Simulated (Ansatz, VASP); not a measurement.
## MgO in VASP and in Ansatz

```
Mg O
1.0
     0.00000    2.14307    2.14307
     2.14307    0.00000    2.14307
     2.14307    2.14307    0.00000
Mg O
1 1
Direct
  0.00000 0.00000 0.00000
  0.50000 0.50000 0.50000
```

Alike in both runs: task single point; functional PBE; k mesh 8 × 8 × 8; no spin polarisation.

```csv
,VASP,Ansatz
version,VASP 6.6.1,Ansatz 0.2.0
potentials or method,"VASP PAW PBE potentials, release 64 (Mg, O), cutoff 600 eV","plane waves, PAW"
occupations,"gaussian, width 0.01 eV",fixed
valence electrons in the cell,8,16
```

|  | VASP | Ansatz | Ansatz less VASP |
| --- | --- | --- | --- |
| pressure (GPa) | -4.3 | -3.2 | +1.04 |

VASP's potentials hold 8 valence electrons a cell and Ansatz's 16, so a difference there can come from the potentials and not from the codes.
